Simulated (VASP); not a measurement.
Set up this calculation in VASP 6.6.1, as the native input.

```yaml
Task: relaxation of cell and atoms
Functional: PBE
Potentials_or_basis: VASP PAW PBE potentials, release 64 (As)
Cutoff: 600 eV
k_mesh: 13 × 13 × 13
Occupations: fermi-dirac, width 0.03 eV
Spin: no spin polarisation
Dipole_correction: no
Further_INCAR_settings: ALGO = Normal; EDIFF = 1e-06; IBRION = 2; EDIFFG = -0.005; NSW = 100; ISIF = 3
```

The structure of As lies in POSCAR:

```
As
1.0
    2.4903521860      0.0000000000      0.0000000000
    0.0000000000      2.4903521860      0.0000000000
    0.0000000000      0.0000000000      2.4903521860
As
1
Direct
    0.0000000000      0.0000000000      0.0000000000
```

One way to write it, as run:

INCAR

```
SYSTEM = As
PREC     = Accurate       ! precision mode
ENCUT    = 600            ! plane-wave cutoff, eV
EDIFF    = 1E-6           ! SCF threshold, eV
ISMEAR   = -1             ! smearing method
SIGMA    = 0.03           ! smearing width, eV
LREAL    = .FALSE.        ! projectors in reciprocal space
LASPH    = .TRUE.         ! aspherical terms in the spheres
NELM     = 100            ! most SCF steps
ALGO     = Normal         ! electronic algorithm
ISIF     = 3              ! what is computed and relaxed
LWAVE    = .FALSE.        ! write WAVECAR
LCHARG   = .FALSE.        ! write CHGCAR
GGA      = PE             ! functional
IBRION   = 2              ! ionic algorithm
NSW      = 100            ! ionic steps
EDIFFG   = -0.005         ! ionic threshold
```

KPOINTS

```
regular mesh
0
G
  13 13 13
  0 0 0
```

Potentials or basis: VASP PAW PBE potentials, release 64 (As).

The run is started by

```console
$ cat potpaw_PBE.64/As/POTCAR > POTCAR
$ mpirun -np 1 vasp_std > vasp.out
```

Results of the run:

```json
{
  "Relaxed volume": "20.38 Å³/atom",
  "Relaxed cell": "a = 2.731 Å, b = 2.731 Å, c = 2.731 Å, α = 90.00°, β = 90.00°, γ = 90.00°",
  "Space group after relaxing (to 0.05 Å)": "Pm-3m (No. 221)",
  "Energy gained by relaxing": "495.9 meV/atom",
  "Ionic steps": "20",
  "Pressure after relaxing": "0.0 GPa"
}
```

Caveat: the volume moved by over 15 % at a fixed basis, so the end points are rough.

Wall time 30 s on 1 thread of Intel(R) Xeon(R) Platinum 8488C (Sapphire Rapids), on a shared host, peak memory 0.13 GiB.
